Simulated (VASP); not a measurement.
# Na16Li (a cell with a defect) in VASP: a series of runs

Runs on Na16Li (a cell with a defect). Level: PBE. Tasks: single point.

Program: VASP 6.6.1. These are calculated values, not measurements. Logs are shortened: lines on timing, memory, paths and dates and some standing lists are left out, and cuts for length are marked.

**1. The cell of the first run**

The cell holds a defect, 17 atoms: a = 8.460 Å, b = 8.460 Å, c = 8.460 Å, α = 90.00°, β = 90.00°, γ = 90.00°.

**2. Single point, PBE**

The input, INCAR:

```
SYSTEM = Na16Li
PREC     = Accurate       ! precision mode
ENCUT    = 520            ! plane-wave cutoff, eV
EDIFF    = 1E-7           ! SCF threshold, eV
ISMEAR   = 0              ! smearing method
SIGMA    = 0.05           ! smearing width, eV
LREAL    = Auto         
LASPH    = .True.         ! aspherical terms in the spheres
NELM     = 60             ! most SCF steps
ALGO     = Normal         ! electronic algorithm
ISIF     = 2              ! what is computed and relaxed
LWAVE    = .False.        ! write WAVECAR
LCHARG   = .False.        ! write CHGCAR
GGA      = PE             ! functional
NBANDS   = 72             ! bands
```

The input, KPOINTS:

```
Automatic mesh
0
Gamma
  2 2 2
  0 0 0
```

The input, POSCAR:

```
Na16Li
1.0
    8.4600000000      0.0000000000      0.0000000000
    0.0000000000      8.4600000000      0.0000000000
    0.0000000000      0.0000000000      8.4600000000
Na Li
16 1
Direct
    0.0311628908     -0.0028857791      0.0403541310
    0.4607035267     -0.0030908878     -0.0095746622
    0.0110776431      0.5056338101     -0.0156747343
   -0.0191233276      0.0031935302      0.4680705966
    0.2414118095      0.3018925814      0.2302742171
    0.4770479956      0.5042867817     -0.0468390655
    0.5736273255     -0.0002247349      0.5859665889
    0.6924235718      0.2325643108      0.2453769009
   -0.0264462521      0.4940547195      0.4936546076
    0.2454596599      0.7032941423      0.2462603904
    0.2352015405      0.2231919641      0.7142249014
    0.4956202242      0.4905287551      0.5217077775
    0.6941204898      0.7645628723      0.2502680093
    0.7823585060      0.2389789634      0.7929428180
    0.2364361658      0.7755725357      0.7062113221
    0.7826007412      0.7598714839      0.7863577599
    0.3383613893      0.0088006511      0.3580850414
```

Potentials or basis: VASP PAW PBE potentials, release 64 (Na_pv, Li_sv).

The run is started by

```bash
cat potpaw_PBE.64/Na_pv/POTCAR potpaw_PBE.64/Li_sv/POTCAR > POTCAR
mpirun -np 1 vasp_std > vasp.out
```

OUTCAR:

```text
SYSTEM = Na16Li
   PREC = Accurate
   ENCUT = 520
   EDIFF = 1E-7
   ISMEAR = 0
   LREAL = Auto
   LASPH = .True.
   NELM = 60
   ISIF = 2
   GGA = PE

 ion  position               nearest neighbor table
   1  0.031  0.997  0.040-
   2  0.461  0.997  0.990-
   3  0.011  0.506  0.984-
   4  0.981  0.003  0.468-
   5  0.241  0.302  0.230-
   6  0.477  0.504  0.953-
[... 9 lines left out ...]
  16  0.783  0.760  0.786-
  17  0.338  0.009  0.358-

  LATTYP: Found a simple cubic cell.
 ALAT       =     8.4600000000

  Lattice vectors:

 A1 = (   8.4600000000,   0.0000000000,   0.0000000000)
 A2 = (   0.0000000000,   8.4600000000,   0.0000000000)
 A3 = (   0.0000000000,   0.0000000000,   8.4600000000)

Analysis of symmetry for initial positions (statically):
=====================================================================
 Subroutine PRICEL returns:
 Original cell was already a primitive cell.

 Routine SETGRP: Setting up the symmetry group for a
 simple cubic supercell.

 Subroutine GETGRP returns: Found  1 space group operations
 (whereof  1 operations were pure point group operations)
 out of a pool of 48 trial point group operations.

The static configuration has the point symmetry C_1 .

Analysis of symmetry for dynamics (positions and initial velocities):
=====================================================================
 Subroutine PRICEL returns:
 Original cell was already a primitive cell.

 Routine SETGRP: Setting up the symmetry group for a
 simple cubic supercell.

 Subroutine GETGRP returns: Found  1 space group operations
 (whereof  1 operations were pure point group operations)
 out of a pool of 48 trial point group operations.

The dynamic configuration has the point symmetry C_1 .

 Subroutine INISYM returns: Found  1 space group operations
 (whereof  1 operations are pure point group operations),
 and found     1 'primitive' translations

----------------------------------------------------------------------------------------

                                     Primitive cell

  volume of cell :     605.4957

  direct lattice vectors                    reciprocal lattice vectors
     8.460000000  0.000000000  0.000000000     0.118203310  0.000000000  0.000000000
     0.000000000  8.460000000  0.000000000     0.000000000  0.118203310  0.000000000
     0.000000000  0.000000000  8.460000000     0.000000000  0.000000000  0.118203310

  length of vectors
     8.460000000  8.460000000  8.460000000     0.118203310  0.118203310  0.118203310

  position of ions in fractional coordinates (direct lattice)
     0.031162891  0.997114221  0.040354131
     0.460703527  0.996909112  0.990425338
     0.011077643  0.505633810  0.984325266
     0.980876672  0.003193530  0.468070597
     0.241411810  0.301892581  0.230274217
     0.477047996  0.504286782  0.953160934
[... 9 lines left out ...]
     0.782600741  0.759871484  0.786357760
     0.338361389  0.008800651  0.358085041

  ion indices of the primitive-cell ions
   primitive index   ion index
                 1           1
                 2           2
                 3           3
                 4           4
                 5           5
                 6           6
[... 9 lines left out ...]
                16          16
                17          17

----------------------------------------------------------------------------------------

 KPOINTS: Automatic mesh

Automatic generation of k-mesh.
 Grid dimensions read from file:
 generate k-points for:    2    2    2

 Generating k-lattice:

  Cartesian coordinates                     Fractional coordinates (reciprocal lattice)
     0.059101655  0.000000000  0.000000000     0.500000000  0.000000000  0.000000000
     0.000000000  0.059101655  0.000000000     0.000000000  0.500000000  0.000000000
     0.000000000  0.000000000  0.059101655     0.000000000  0.000000000  0.500000000

  Length of vectors
     0.059101655  0.059101655  0.059101655

  Shift w.r.t. Gamma in fractional coordinates (k-lattice)
     0.000000000  0.000000000  0.000000000

 Subroutine IBZKPT returns following result:
 ===========================================

 Found      8 irreducible k-points:

 Following reciprocal coordinates:
            Coordinates               Weight
  0.000000  0.000000  0.000000      1.000000
  0.500000  0.000000  0.000000      1.000000
  0.000000  0.500000  0.000000      1.000000
  0.000000  0.000000  0.500000      1.000000
  0.500000  0.500000  0.000000      1.000000
  0.000000  0.500000  0.500000      1.000000
  0.500000  0.000000  0.500000      1.000000
  0.500000  0.500000  0.500000      1.000000
   k-points           NKPTS =      8   k-points in BZ     NKDIM =      8   number of bands    NBANDS=     72
   number of dos      NEDOS =    301   number of ions     NIONS =     17
   total plane-waves  NPLWV = 262144
   dimension x,y,z NGX =    64 NGY =   64 NGZ =   64
   dimension x,y,z NGXF=   128 NGYF=  128 NGZF=  128
   ions per type =              16   1
   NGX,Y,Z   is equivalent  to a cutoff of  12.58, 12.58, 12.58 a.u.
   NGXF,Y,Z  is equivalent  to a cutoff of  25.15, 25.15, 25.15 a.u.
 SYSTEM =  Na16Li
   PREC   = accura    normal or accurate (medium, high low for compatibility)
   ISTART =      0    job   : 0-new  1-cont  2-samecut
   ICHARG =      2    charge: 1-file 2-atom 10-const
   ISPIN  =      1    spin polarized calculation?
   LNONCOLLINEAR =      F non collinear calculations
   LSORBIT =      F    spin-orbit coupling
   LASPH  =      T    aspherical Exc in radial PAW
   ENCUT  =  520.0 eV  38.22 Ry    6.18 a.u.  15.73 15.73 15.73*2*pi/ulx,y,z
   NELM   =     60;   NELMIN=  2; NELMDL= -5     # of ELM steps
   EDIFF  = 0.1E-06   stopping-criterion for ELM
   LREAL  =      T    real-space projection
   EDIFFG = 0.1E-05   stopping-criterion for IOM
   NSW    =      0    number of steps for IOM
   IBRION =     -1    ionic relax: 0-MD 1-quasi-New 2-CG
   NFREE  =      0    steps in history (QN), initial steepest desc. (CG)
   ISIF   =      2    stress and relaxation
   ISYM   =      2    0-nonsym 1-usesym 2-fastsym
   POTIM  = 0.5000    time-step for ionic-motion
   TEBEG  =    0.0;   TEEND  =   0.0 temperature during run
   PSTRESS=    0.0 pullay stress
   NELECT =     115.0000    total number of electrons
   NUPDOWN=      -1.0000    fix difference up-down
   EMIN   =  10.00;   EMAX   =-10.00  energy-range for DOS
   EFERMI =   0.00;   METHOD = LEGACY
   ISMEAR =     0;   SIGMA  =   0.05  broadening in eV -4-tet -1-fermi 0-gaus
   EFERMI_NEDOS =   21; number of points for ismear=-14 and -15
   IALGO  =     38    algorithm
   IMIX   =      4    mixing-type and parameters
     AMIX     =   0.40;   BMIX     =  1.00
     AMIX_MAG =   1.60;   BMIX_MAG =  1.00
  volume/ion in A,a.u.               =      35.62       240.36
  Fermi-wavevector in a.u.,A,eV,Ry     =   0.941031  1.778290 12.048484  0.885539
  Thomas-Fermi vector in A             =   2.068501
   LORBIT       =      0    0 simple, 1 ext, 2 COOP (PROOUT), +10 PAW based schemes
   GGA     = PE    functional components
   LHFCALC =     F    Hartree Fock is set to
   AEXX    =    0.0000 exact exchange contribution
   IVDW    =     0    specifies the selected vdW correction
   LEPSILON=     F    determine dielectric tensor
   LRPA    =     F    only Hartree local field effects (RPA)
 non-spin polarized calculation
 Gauss-broadening in eV      SIGMA  =   0.05
  energy-cutoff  :      520.00
  volume of cell :      605.50
 maximum number of plane-waves:     16384
 NGX is ok and might be reduce to    64
   NGX = 31   NGY = 31   NGZ = 31

 number of electron     115.0000015 magnetization

 Free energy of the ion-electron system (eV)
  ---------------------------------------------------
  ext. energy  EPLUGINS =         0.00000000
  ---------------------------------------------------
  free energy    TOTEN  =       -22.05102253 eV

  energy without entropy =      -22.01862849  energy(sigma->0) =      -22.03482551

 E-fermi :   0.2031     XC(G=0):  -6.5440

 val. band max:        0.1882618416   @ k =   0.0000   0.5000   0.5000
 cond. band min:       0.2210206791   @ k =   0.5000   0.5000   0.0000
 fundamental gap:      0.0327588374
 Fermi energy:         0.2030607935

 k-point     1 :       0.0000    0.0000    0.0000
  band No.  band energies     occupation
      1     -46.7778      2.00000
      2     -24.7310      2.00000
      3     -24.7209      2.00000
      4     -24.7098      2.00000
      5     -24.7089      2.00000
      6     -24.7085      2.00000
[... 61 lines left out ...]
     68       1.5861      0.00000
     69       2.8141      0.00000

 k-point     2 :       0.5000    0.0000    0.0000
  band No.  band energies     occupation
      1     -46.7778      2.00000
      2     -24.7309      2.00000
      3     -24.7209      2.00000
      4     -24.7098      2.00000
      5     -24.7089      2.00000
      6     -24.7084      2.00000
[... 61 lines left out ...]
     68       2.0059      0.00000
     69       2.0455      0.00000

 k-point     3 :       0.0000    0.5000    0.0000
  band No.  band energies     occupation
      1     -46.7778      2.00000
      2     -24.7309      2.00000
      3     -24.7210      2.00000
      4     -24.7098      2.00000
      5     -24.7089      2.00000
      6     -24.7085      2.00000
[... 349 lines left out ...]
     68       2.5279      0.00000
     69       2.6032      0.00000

 k-point     8 :       0.5000    0.5000    0.5000
  band No.  band energies     occupation
      1     -46.7778      2.00000
      2     -24.7307      2.00000
      3     -24.7209      2.00000
      4     -24.7097      2.00000
      5     -24.7088      2.00000
      6     -24.7082      2.00000
[... 61 lines left out ...]
     68       2.5723      0.00000
     69       2.5837      0.00000
 [bands above 69 left out]

------------------------ aborting loop because EDIFF is reached ----------------------------------------

  FORCE on cell =-STRESS in cart. coord.  units (eV):
  Direction    XX          YY          ZZ          XY          YZ          ZX
  --------------------------------------------------------------------------------------
  -------------------------------------------------------------------------------------
  Total        1.1662296      1.6943738      1.5570394     -0.1198594     -0.1936422      1.5936717
  in kB        3.0859122      4.4834128      4.1200178     -0.3171549     -0.5123885      4.2169490
  external PRESSURE =       3.8964476 kB  Pullay stress =       0.0000000 kB

 VOLUME and BASIS-vectors are now :
 -----------------------------------------------------------------------------
  energy-cutoff  :      520.00
  volume of cell :      605.50
      direct lattice vectors                 reciprocal lattice vectors
     8.460000000  0.000000000  0.000000000     0.118203310  0.000000000  0.000000000
     0.000000000  8.460000000  0.000000000     0.000000000  0.118203310  0.000000000
     0.000000000  0.000000000  8.460000000     0.000000000  0.000000000  0.118203310

 POSITION                                       TOTAL-FORCE (eV/Angst)
 -----------------------------------------------------------------------------------
      0.26364      8.43559      0.34140        -0.005902     -0.002513     -0.012150
      3.89755      8.43385      8.37900        -0.002137     -0.001545      0.004614
      0.09372      4.27766      8.32739        -0.002173      0.003347      0.000858
      8.29822      0.02702      3.95988        -0.019354      0.001409      0.009445
      2.04234      2.55401      1.94812        -0.010985      0.009569      0.006711
      4.03583      4.26627      8.06374         0.000771     -0.000924      0.010091
[... 9 lines left out ...]
      6.62080      6.42851      6.65259        -0.007498     -0.007825     -0.008308
      2.86254      0.07445      3.02940         0.013744     -0.002022      0.004632
 -----------------------------------------------------------------------------------
    total drift:                               -0.001356     -0.001135     -0.001726

  FREE ENERGIE OF THE ION-ELECTRON SYSTEM (eV)
  ---------------------------------------------------
  free  energy   TOTEN  =       -22.0510225293 eV

  energy  without entropy=      -22.0186284858  energy(sigma->0) =      -22.03482551
```

Run time: 5 min. Hardware: 1 thread of Intel Xeon Platinum 8559C (Emerald Rapids), shared host; peak memory 0.64 GiB.

Results:

- Free energy: -22.0510 eV
- Largest force: 0.022 eV/Å
- Band gap on the k mesh: zero (an odd number of electrons rules out a gap without spin polarisation)

Forces in eV/Å, atoms in the order of the input:
```
Na  -0.006 -0.003 -0.012
Na  -0.002 -0.002  0.005
Na  -0.002  0.003  0.001
Na  -0.019  0.001  0.009
Na  -0.011  0.010  0.007
Na   0.001 -0.001  0.010
Na  -0.003  0.005 -0.010
Na   0.022  0.001 -0.001
Na  -0.018  0.001 -0.001
Na  -0.009 -0.013  0.005
Na   0.008  0.005 -0.003
Na   0.015 -0.001 -0.005
Na   0.016  0.002  0.004
Na  -0.007  0.006 -0.003
Na   0.009 -0.006 -0.003
Na  -0.007 -0.008 -0.008
Li   0.014 -0.002  0.005
```

Caveat: the k points lie up to 0.37 Å⁻¹ apart, too coarse for converged energies and pressures of a metal; the cutoff is under 1.25 times the usual one of these potentials, so pressure, stress and relaxed cells hold a basis-set (Pulay) error.

**3. Single point, PBE**

The input, INCAR:

```
SYSTEM = Na16Li
  PREC = Accurate
  ENCUT = 520
  EDIFF = 1E-7
  ISMEAR = 0
  SIGMA = 0.05
  LREAL = Auto
  LASPH = .TRUE.
  NELM = 60
  ALGO = Normal
  ISIF = 2
  LWAVE = .FALSE.
  LCHARG = .FALSE.
  GGA = PE
  NBANDS = 72
```

The input, KPOINTS:

```
Automatic mesh
0
G
  2 2 2
  0 0 0
```

The input, POSCAR:

```
Na16Li
1.0
    8.4600000000      0.0000000000      0.0000000000
    0.0000000000      8.4600000000      0.0000000000
    0.0000000000      0.0000000000      8.4600000000
Na Li
16 1
Direct
   -0.0846240179     -0.0147529803     -0.0735312423
    0.5058612013      0.0074611112      0.0387884586
   -0.0170798376      0.5264530914     -0.0007618273
    0.0268353680     -0.0072703041      0.5199814019
    0.2416147013      0.2964532267      0.2535417192
    0.5399045128      0.4935637811      0.0224078857
    0.4665340403      0.0137817311      0.4722015414
    0.7980627010      0.2286591925      0.2552875133
    0.0071905101      0.5129088436      0.5314619204
    0.2784889105      0.6988366816      0.2718020865
    0.2416331651      0.2351649388      0.7997470476
    0.5147887500      0.4793176544      0.4931717211
    0.7780078626      0.7739072804      0.2648684888
    0.7301207967      0.2467445704      0.7270674577
    0.2631207107      0.7682426971      0.7942855883
    0.7013618102      0.7574633731      0.7177706096
    0.1408644148     -0.0175369289      0.1597663095
```

Potentials or basis: VASP PAW PBE potentials, release 64 (Na_pv, Li_sv).

The run is started by

```bash
cat potpaw_PBE.64/Na_pv/POTCAR potpaw_PBE.64/Li_sv/POTCAR > POTCAR
mpirun -np 1 vasp_std > vasp.out
```

Run time: 5.8 min. Hardware: 1 thread of Intel Xeon Platinum 8559C (Emerald Rapids), shared host; peak memory 0.64 GiB.

Results (log left out):

```yaml
Free_energy: -22.0590 eV
Largest_force: 0.029 eV/Å
Band_gap_on_the_k_mesh: zero (an odd number of electrons rules out a gap without spin polarisation)
```

Forces in eV/Å, atoms in the order of the input:
```
Na  -0.014 -0.007 -0.025
Na   0.005 -0.006 -0.010
Na   0.012  0.008  0.006
Na   0.000  0.001 -0.017
Na  -0.009  0.001  0.000
Na  -0.007  0.008 -0.006
Na  -0.006 -0.003 -0.003
Na   0.018  0.000 -0.002
Na  -0.005  0.002 -0.003
Na   0.002  0.008  0.003
Na  -0.001  0.000  0.011
Na   0.000  0.003  0.005
Na   0.002 -0.004  0.009
Na   0.001 -0.002  0.016
Na  -0.010 -0.001  0.014
Na  -0.007 -0.012 -0.017
Li   0.018  0.003  0.019
```

Levels at points of the mesh, in eV from the Fermi level:
```
           k point  band 54  band 55  band 56  band 57  band 58  band 59  band 60  band 61
(0.00, 0.00, 0.00)    -1.01    -0.97    -0.93     0.67     0.69     0.79     0.86     0.93
(0.50, 0.00, 0.00)    -0.56    -0.54    -0.49    -0.48    -0.46    -0.44     1.21     1.23
(0.00, 0.50, 0.00)    -0.57    -0.57    -0.49    -0.46    -0.44    -0.35     1.13     1.29
(0.00, 0.00, 0.50)    -0.58    -0.56    -0.47    -0.46    -0.45    -0.42     1.17     1.26
(0.50, 0.50, 0.00)    -0.21    -0.07    -0.01     0.02     0.03     0.03     0.04     0.08
(0.00, 0.50, 0.50)    -0.23    -0.06    -0.02    -0.01     0.02     0.04     0.06     0.09
(0.50, 0.00, 0.50)    -0.17    -0.12    -0.04    -0.01     0.02     0.04     0.06     0.12
(0.50, 0.50, 0.50)    -1.55    -1.50    -1.48    -1.42     1.76     1.78     1.81     2.21
```

Caveat: the k points lie up to 0.37 Å⁻¹ apart, too coarse for converged energies and pressures of a metal; the cutoff is under 1.25 times the usual one of these potentials, so pressure, stress and relaxed cells hold a basis-set (Pulay) error.

[end of part 1 of 2]

The gap in the log of VASP goes by the Fermi energy; the results here count the filled bands.